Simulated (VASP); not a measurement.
# Al (P6_3/mmc) in VASP: settings compared

Aim: see how the results for Al move with the level of theory and the settings. Levels: PBEsol, PBE. Tasks: single point, relaxation of cell and atoms.

Program: VASP 6.6.1. These are calculated values, not measurements. Logs are shortened: lines on timing, memory, paths and dates and some standing lists are left out, and cuts for length are marked.

### Step 1. The cell of the first run

Symmetry: P6_3/mmc, No. 194, hexagonal system. Conventional cell: a = 2.634 Å, b = 2.634 Å, c = 4.312 Å, α = 90.00°, β = 90.00°, γ = 120.00°. Within 3.5 Å of Al (site symmetry -6m2) lie 12 Al at 2.63 to 2.64 Å.

### Step 2. Single point, PBEsol

Contents of INCAR:

```
SYSTEM = Al
PREC     = Accurate       ! precision mode
ENCUT    = 520            ! plane-wave cutoff, eV
EDIFF    = 1E-6           ! SCF threshold, eV
ISMEAR   = -1             ! smearing method
SIGMA    = 0.05           ! smearing width, eV
LREAL    = .False.        ! projectors in reciprocal space
LASPH    = .True.         ! aspherical terms in the spheres
NELM     = 100            ! most SCF steps
ALGO     = Normal         ! electronic algorithm
ISIF     = 2              ! what is computed and relaxed
LWAVE    = .False.        ! write WAVECAR
LCHARG   = .True.         ! write CHGCAR
GGA      = PS             ! functional
LELF     = .True.         ! ELF
LVHAR    = .True.       
NBANDS   = 10             ! bands
```

Contents of KPOINTS:

```
Automatic mesh
0
Gamma
  11 11 6
  0 0 0
```

Contents of POSCAR:

```
Al
1.0
    2.6339433320      0.0000000000      0.0000000000
   -1.3169716660      2.2810618376      0.0000000000
    0.0000000000      0.0000000000      4.3116393515
Al
2
Direct
    0.3333333333      0.6666666667      0.2500000000
    0.6666666667      0.3333333333      0.7500000000
```

Potentials or basis: VASP PAW PBE potentials, release 64 (Al).

On the command line:

```sh
$ cat potpaw_PBE.64/Al/POTCAR > POTCAR
$ mpirun -np 1 vasp_std > vasp.out
```

OUTCAR:

```text
SYSTEM = Al
   PREC = Accurate
   ENCUT = 520
   EDIFF = 1E-6
   ISMEAR = -1
   LREAL = .False.
   LASPH = .True.
   NELM = 100
   ISIF = 2
   GGA = PS

 ion  position               nearest neighbor table
   1  0.333  0.667  0.250-   2 2.64   2 2.64   2 2.64   2 2.64   2 2.64   2 2.64
   2  0.667  0.333  0.750-   1 2.64   1 2.64   1 2.64   1 2.64   1 2.64   1 2.64

  LATTYP: Found a hexagonal cell.
 ALAT       =     2.6339433320
 C/A-ratio  =     1.6369522074

  Lattice vectors:

 A1 = (   2.6339433320,   0.0000000000,   0.0000000000)
 A2 = (  -1.3169716660,   2.2810618376,   0.0000000000)
 A3 = (   0.0000000000,   0.0000000000,   4.3116393515)

Analysis of symmetry for initial positions (statically):
=====================================================================
 Subroutine PRICEL returns:
 Original cell was already a primitive cell.

 Routine SETGRP: Setting up the symmetry group for a
 hexagonal supercell.

 Subroutine GETGRP returns: Found 24 space group operations
 (whereof 12 operations were pure point group operations)
 out of a pool of 24 trial point group operations.

The static configuration has the point symmetry D_3d.
 The point group associated with its full space group is D_6h.

Analysis of symmetry for dynamics (positions and initial velocities):
=====================================================================
 Subroutine PRICEL returns:
 Original cell was already a primitive cell.

 Routine SETGRP: Setting up the symmetry group for a
 hexagonal supercell.

 Subroutine GETGRP returns: Found 24 space group operations
 (whereof 12 operations were pure point group operations)
 out of a pool of 24 trial point group operations.

The dynamic configuration has the point symmetry D_3d.
 The point group associated with its full space group is D_6h.

 Subroutine INISYM returns: Found 24 space group operations
 (whereof 12 operations are pure point group operations),
 and found     1 'primitive' translations

----------------------------------------------------------------------------------------

                                     Primitive cell

  volume of cell :      25.9051

  direct lattice vectors                    reciprocal lattice vectors
     2.633943332  0.000000000  0.000000000     0.379658889  0.219196162  0.000000000
    -1.316971666  2.281061838  0.000000000     0.000000000  0.438392324  0.000000000
     0.000000000  0.000000000  4.311639352     0.000000000  0.000000000  0.231930344

  length of vectors
     2.633943332  2.633943332  4.311639352     0.438392324  0.438392324  0.231930344

  position of ions in fractional coordinates (direct lattice)
     0.333333333  0.666666667  0.250000000
     0.666666667  0.333333333  0.750000000

  ion indices of the primitive-cell ions
   primitive index   ion index
                 1           1
                 2           2

----------------------------------------------------------------------------------------

 KPOINTS: Automatic mesh

Automatic generation of k-mesh.
 Grid dimensions read from file:
 generate k-points for:   11   11    6

 Generating k-lattice:

  Cartesian coordinates                     Fractional coordinates (reciprocal lattice)
     0.034514444  0.019926924  0.000000000     0.090909091  0.000000000  0.000000000
     0.000000000  0.039853848  0.000000000     0.000000000  0.090909091  0.000000000
     0.000000000  0.000000000  0.038655057     0.000000000  0.000000000  0.166666667

  Length of vectors
     0.039853848  0.039853848  0.038655057

  Shift w.r.t. Gamma in fractional coordinates (k-lattice)
     0.000000000  0.000000000  0.000000000

 Subroutine IBZKPT returns following result:
 ===========================================

 Found     64 irreducible k-points:

 Following reciprocal coordinates:
            Coordinates               Weight
  0.000000  0.000000  0.000000      1.000000
  0.090909  0.000000  0.000000      6.000000
  0.181818  0.000000  0.000000      6.000000
  0.272727 -0.000000  0.000000      6.000000
  0.363636  0.000000  0.000000      6.000000
  0.454545  0.000000  0.000000      6.000000
[... 16 lines left out ...]
  0.090909  0.090909  0.166667     12.000000
  0.181818  0.090909  0.166667     24.000000
 [... further k-points ...]
   k-points           NKPTS =     64   k-points in BZ     NKDIM =     64   number of bands    NBANDS=     10
   number of dos      NEDOS =    301   number of ions     NIONS =      2
   total plane-waves  NPLWV =  12800
   dimension x,y,z NGX =    20 NGY =   20 NGZ =   32
   dimension x,y,z NGXF=    40 NGYF=   40 NGZF=   64
   ions per type =               2
   NGX,Y,Z   is equivalent  to a cutoff of  12.62, 12.62, 12.34 a.u.
   NGXF,Y,Z  is equivalent  to a cutoff of  25.25, 25.25, 24.68 a.u.
 SYSTEM =  Al
   PREC   = accura    normal or accurate (medium, high low for compatibility)
   ISTART =      0    job   : 0-new  1-cont  2-samecut
   ICHARG =      2    charge: 1-file 2-atom 10-const
   ISPIN  =      1    spin polarized calculation?
   LNONCOLLINEAR =      F non collinear calculations
   LSORBIT =      F    spin-orbit coupling
   LASPH  =      T    aspherical Exc in radial PAW
   ENCUT  =  520.0 eV  38.22 Ry    6.18 a.u.   4.90  4.90  8.02*2*pi/ulx,y,z
   NELM   =    100;   NELMIN=  2; NELMDL= -5     # of ELM steps
   EDIFF  = 0.1E-05   stopping-criterion for ELM
   LREAL  =      F    real-space projection
   EDIFFG = 0.1E-04   stopping-criterion for IOM
   NSW    =      0    number of steps for IOM
   IBRION =     -1    ionic relax: 0-MD 1-quasi-New 2-CG
   NFREE  =      0    steps in history (QN), initial steepest desc. (CG)
   ISIF   =      2    stress and relaxation
   ISYM   =      2    0-nonsym 1-usesym 2-fastsym
   POTIM  = 0.5000    time-step for ionic-motion
   TEBEG  =    0.0;   TEEND  =   0.0 temperature during run
   PSTRESS=    0.0 pullay stress
   NELECT =       6.0000    total number of electrons
   NUPDOWN=      -1.0000    fix difference up-down
   EMIN   =  10.00;   EMAX   =-10.00  energy-range for DOS
[... 5 lines left out ...]
     AMIX     =   0.40;   BMIX     =  1.00
     AMIX_MAG =   1.60;   BMIX_MAG =  1.00
  volume/ion in A,a.u.               =      12.95        87.41
  Fermi-wavevector in a.u.,A,eV,Ry     =   1.005379  1.899891 13.752600  1.010788
  Thomas-Fermi vector in A             =   2.138055
   LORBIT       =      0    0 simple, 1 ext, 2 COOP (PROOUT), +10 PAW based schemes
   GGA     = PS    functional components
   LHFCALC =     F    Hartree Fock is set to
   AEXX    =    0.0000 exact exchange contribution
   IVDW    =     0    specifies the selected vdW correction
   LEPSILON=     F    determine dielectric tensor
   LRPA    =     F    only Hartree local field effects (RPA)
 non-spin polarized calculation
  energy-cutoff  :      520.00
  volume of cell :       25.91
 maximum number of plane-waves:       714
 NGX is ok and might be reduce to    20
   NGX =  9   NGY =  9   NGZ = 17

 number of electron       6.0000000 magnetization

 Free energy of the ion-electron system (eV)
  ---------------------------------------------------
  ext. energy  EPLUGINS =         0.00000000
  ---------------------------------------------------
  free energy    TOTEN  =        -7.62216572 eV

  energy without entropy =       -7.61581113  energy(sigma->0) =       -7.61898842

 E-fermi :  10.7623     XC(G=0): -11.1760

 val. band max:       10.7370856957   @ k =   0.3636   0.1818   0.0000
 cond. band min:      10.7855412931   @ k =   0.3636   0.0909   0.3333
 fundamental gap:      0.0484555974
 Fermi energy:        10.7623358618

 k-point     1 :       0.0000    0.0000    0.0000
  band No.  band energies     occupation
      1      -2.1940      2.00000
      2       5.1046      2.00000
      3       5.9414      2.00000
      4      23.0925      0.00000
      5      23.0925      0.00000
      6      23.4344      0.00000
      7      23.4344      0.00000
      8      24.0620      0.00000
      9      27.3678      0.00000
     10      28.2872      0.00000

 k-point     2 :       0.0909    0.0000    0.0000
  band No.  band energies     occupation
      1      -1.9597      2.00000
      2       5.3169      2.00000
      3       6.1635      2.00000
      4      19.7150      0.00000
      5      21.3937      0.00000
      6      22.5474      0.00000
      7      25.1842      0.00000
      8      25.3688      0.00000
      9      26.1843      0.00000
     10      27.6449      0.00000

 k-point     3 :       0.1818    0.0000    0.0000
  band No.  band energies     occupation
      1      -1.2597      2.00000
      2       5.9547      2.00000
      3       6.8150      2.00000
      4      15.8891      0.00000
      5      19.8955      0.00000
      6      20.5808      0.00000
      7      22.4167      0.00000
      8      24.0936      0.00000
      9      26.0405      0.00000
     10      26.4049      0.00000

 k-point     4 :       0.2727   -0.0000    0.0000
  band No.  band energies     occupation
      1      -0.1032      2.00000
      2       7.0196      2.00000
      3       7.8155      2.00000
      4      12.4142      0.00000
      5      18.3874      0.00000
      6      18.7716      0.00000
      7      18.8359      0.00000
      8      22.1576      0.00000
      9      24.7417      0.00000
     10      25.8240      0.00000
[... 222 lines left out ...]
 k-point    22 :       0.4545    0.0000    0.1667
  band No.  band energies     occupation
      1       3.7150      2.00000
      2       6.0587      2.00000
      3       8.8238      2.00000
      4      11.0724      0.00404
      5      13.6576      0.00000
      6      15.6960      0.00000
      7      17.8275      0.00000
      8      20.4490      0.00000
      9      22.0507      0.00000
     10      24.2901      0.00000

 k-point    23 :       0.0909    0.0909    0.1667
  band No.  band energies     occupation
      1      -1.2734      2.00000
      2       3.8458      2.00000
      3       8.8613      2.00000
      4      17.7938      0.00000
      5      18.3987      0.00000
      6      22.1029      0.00000
      7      22.6554      0.00000
      8      23.2702      0.00000
      9      25.5220      0.00000
     10      25.5737      0.00000

 k-point    24 :       0.1818    0.0909    0.1667
  band No.  band energies     occupation
      1      -0.3470      2.00000
      2       4.7225      2.00000
      3       9.6480      2.00000
      4      14.4009      0.00000
      5      16.6128      0.00000
      6      19.1997      0.00000
      7      21.2327      0.00000
      8      23.1469      0.00000
      9      23.7240      0.00000
     10      25.6882      0.00000

 [... further k-points ...]
[... 5 lines left out ...]
  --------------------------------------------------------------------------------------
  -------------------------------------------------------------------------------------
  Total        4.8811493      4.8811493      4.8774515     -0.0000000      0.0000000      0.0000000
  in kB      301.8886335    301.8886335    301.6599309     -0.0000000      0.0000000      0.0000000
  external PRESSURE =     301.8123993 kB  Pullay stress =       0.0000000 kB

 VOLUME and BASIS-vectors are now :
 -----------------------------------------------------------------------------
  energy-cutoff  :      520.00
  volume of cell :       25.91
      direct lattice vectors                 reciprocal lattice vectors
     2.633943332  0.000000000  0.000000000     0.379658889  0.219196162  0.000000000
    -1.316971666  2.281061838  0.000000000     0.000000000  0.438392324  0.000000000
     0.000000000  0.000000000  4.311639352     0.000000000  0.000000000  0.231930344

 POSITION                                       TOTAL-FORCE (eV/Angst)
 -----------------------------------------------------------------------------------
     -0.00000      1.52071      1.07791         0.000000      0.000000      0.000000
      1.31697      0.76035      3.23373        -0.000000     -0.000000      0.000000
 -----------------------------------------------------------------------------------
    total drift:                                0.000000     -0.000000      0.000000

  FREE ENERGIE OF THE ION-ELECTRON SYSTEM (eV)
  ---------------------------------------------------
  free  energy   TOTEN  =        -7.6221657156 eV

  energy  without entropy=       -7.6158111276  energy(sigma->0) =       -7.61898842
```

Run time: 8.1 s. Hardware: 1 thread of Intel Xeon Platinum 8375C at 2.90GHz (Ice Lake), shared host; peak memory 0.13 GiB.

What came out:

```yaml
Free_energy: -7.6222 eV
Pressure: 30.2 GPa
Band_gap_on_the_k_mesh: zero (band 3 reaches 15.20 eV, above the bottom of band 4 at 7.36 eV)
```

Caveat: the PAW data sets were made with another functional, which shifts forces and pressure a little.

### Step 3. Single point, PBEsol

This run uses another cell than the first one, of 13.73 Å³/atom, 1.060 times its volume.

Contents of INCAR:

```
SYSTEM = Al
PREC = Accurate
ENCUT = 520
EDIFF = 1E-6
ISMEAR = -1
SIGMA = 0.05
LREAL = .FALSE.
LASPH = .TRUE.
NELM = 100
ALGO = Normal
ISIF = 2
LWAVE = .FALSE.
LCHARG = .FALSE.
GGA = PS
NBANDS = 10
```

Contents of KPOINTS:

```
Automatic mesh
0
G
  11 11 6
  0 0 0
```

Contents of POSCAR:

```
Al
1.0
    2.6808236910      0.0000000000      0.0000000000
   -1.3404118455      2.3216614195      0.0000000000
    0.0000000000      0.0000000000      4.4118179208
Al
2
Direct
    0.3333333333      0.6666666667      0.2500000000
    0.6666666667      0.3333333333      0.7500000000
```

Potentials or basis: VASP PAW PBE potentials, release 64 (Al).

On the command line:

```sh
$ cat potpaw_PBE.64/Al/POTCAR > POTCAR
$ mpirun -np 1 vasp_std > vasp.out
```

OUTCAR:

```text
SYSTEM = Al
   PREC = Accurate
   ENCUT = 520
   EDIFF = 1E-6
   ISMEAR = -1
   LREAL = .FALSE.
   LASPH = .TRUE.
   NELM = 100
   ISIF = 2
   GGA = PS

 ion  position               nearest neighbor table
   1  0.333  0.667  0.250-   2 2.69   2 2.69   2 2.69   2 2.69   2 2.69   2 2.69
   2  0.667  0.333  0.750-   1 2.69   1 2.69   1 2.69   1 2.69   1 2.69   1 2.69

  LATTYP: Found a hexagonal cell.
 ALAT       =     2.6808236910
 C/A-ratio  =     1.6456949167

  Lattice vectors:

 A1 = (   2.6808236910,   0.0000000000,   0.0000000000)
 A2 = (  -1.3404118455,   2.3216614195,   0.0000000000)
 A3 = (   0.0000000000,   0.0000000000,   4.4118179208)

Analysis of symmetry for initial positions (statically):
=====================================================================
 Subroutine PRICEL returns:
 Original cell was already a primitive cell.

 Routine SETGRP: Setting up the symmetry group for a
 hexagonal supercell.

 Subroutine GETGRP returns: Found 24 space group operations
 (whereof 12 operations were pure point group operations)
 out of a pool of 24 trial point group operations.

The static configuration has the point symmetry D_3d.
 The point group associated with its full space group is D_6h.

Analysis of symmetry for dynamics (positions and initial velocities):
=====================================================================
 Subroutine PRICEL returns:
 Original cell was already a primitive cell.

 Routine SETGRP: Setting up the symmetry group for a
 hexagonal supercell.

 Subroutine GETGRP returns: Found 24 space group operations
 (whereof 12 operations were pure point group operations)
 out of a pool of 24 trial point group operations.

The dynamic configuration has the point symmetry D_3d.
 The point group associated with its full space group is D_6h.

 Subroutine INISYM returns: Found 24 space group operations
 (whereof 12 operations are pure point group operations),
 and found     1 'primitive' translations

[... 115 lines left out ...]
  volume/ion in A,a.u.               =      13.73        92.65
  Fermi-wavevector in a.u.,A,eV,Ry     =   0.986046  1.863356 13.228754  0.972286
  Thomas-Fermi vector in A             =   2.117398
   LORBIT       =      0    0 simple, 1 ext, 2 COOP (PROOUT), +10 PAW based schemes
   GGA     = PS    functional components
   LHFCALC =     F    Hartree Fock is set to
   AEXX    =    0.0000 exact exchange contribution
   IVDW    =     0    specifies the selected vdW correction
   LEPSILON=     F    determine dielectric tensor
   LRPA    =     F    only Hartree local field effects (RPA)
 non-spin polarized calculation
  energy-cutoff  :      520.00
  volume of cell :       27.46
 maximum number of plane-waves:       764
 NGX is ok and might be reduce to    20
   NGX =  9   NGY =  9   NGZ = 17

 number of electron       6.0000000 magnetization

 Free energy of the ion-electron system (eV)
  ---------------------------------------------------
  ext. energy  EPLUGINS =         0.00000000
  ---------------------------------------------------
  free energy    TOTEN  =        -7.86408610 eV

  energy without entropy =       -7.85820342  energy(sigma->0) =       -7.86114476

 E-fermi :  10.0433     XC(G=0): -10.9481

 val. band max:       10.0042219404   @ k =   0.3636   0.0000   0.5000
 cond. band min:      10.0869501815   @ k =   0.3636   0.0909   0.3333
 fundamental gap:      0.0827282410
 Fermi energy:        10.0432637227

 k-point     1 :       0.0000    0.0000    0.0000
  band No.  band energies     occupation
      1      -2.4598      2.00000
      2       4.6055      2.00000
      3       5.2540      2.00000
      4      22.1149      0.00000
      5      22.1149      0.00000
      6      22.2884      0.00000
      7      22.2884      0.00000
      8      22.9503      0.00000
      9      26.0694      0.00000
     10      26.5256      0.00000
[... 287 lines left out ...]
 k-point    24 :       0.1818    0.0909    0.1667
  band No.  band energies     occupation
      1      -0.6767      2.00000
      2       4.1929      2.00000
      3       8.9153      2.00000
      4      13.5994      0.00000
      5      15.7356      0.00000
      6      18.2083      0.00000
      7      20.1999      0.00000
      8      22.0741      0.00000
      9      22.4038      0.00000
     10      24.3525      0.00000

 [... further k-points ...]
[... 5 lines left out ...]
  --------------------------------------------------------------------------------------
  -------------------------------------------------------------------------------------
  Total        3.4533372      3.4533372      3.4486999      0.0000000      0.0000000      0.0000000
  in kB      201.4952708    201.4952708    201.2246885      0.0000000      0.0000000      0.0000000
  external PRESSURE =     201.4050767 kB  Pullay stress =       0.0000000 kB

 VOLUME and BASIS-vectors are now :
 -----------------------------------------------------------------------------
  energy-cutoff  :      520.00
  volume of cell :       27.46
      direct lattice vectors                 reciprocal lattice vectors
     2.680823691  0.000000000  0.000000000     0.373019682  0.215363014  0.000000000
    -1.340411846  2.321661419  0.000000000     0.000000000  0.430726027  0.000000000
     0.000000000  0.000000000  4.411817921     0.000000000  0.000000000  0.226663933

 POSITION                                       TOTAL-FORCE (eV/Angst)
 -----------------------------------------------------------------------------------
     -0.00000      1.54777      1.10295        -0.000000      0.000000      0.000000
      1.34041      0.77389      3.30886         0.000000      0.000000      0.000000
 -----------------------------------------------------------------------------------
    total drift:                                0.000000     -0.000000      0.000000

  FREE ENERGIE OF THE ION-ELECTRON SYSTEM (eV)
  ---------------------------------------------------
  free  energy   TOTEN  =        -7.8640860973 eV

  energy  without entropy=       -7.8582034211  energy(sigma->0) =       -7.86114476
```

Wall time 8.5 s (1 thread of Intel Xeon Platinum 8375C at 2.90GHz (Ice Lake), shared host); peak memory 0.14 GiB.

Results:

- Free energy: -7.8641 eV
- Pressure: 20.1 GPa
- Band gap on the k mesh: zero (band 3 reaches 14.29 eV, above the bottom of band 4 at 6.74 eV)

Levels at points of the mesh, in eV from the Fermi level:
```
           k point  band 1  band 2  band 3  band 4  band 5  band 6  band 7  band 8
(0.00, 0.00, 0.00)  -12.50   -5.44   -4.79   12.07   12.07   12.25   12.25   12.91
(0.00, 0.00, 0.50)  -10.62  -10.62    3.62    3.62   12.97   12.97   12.97   12.97
```

Caveat: the PAW data sets were made with another functional, which shifts forces and pressure a little.

(Continued in part 2 of 2.)
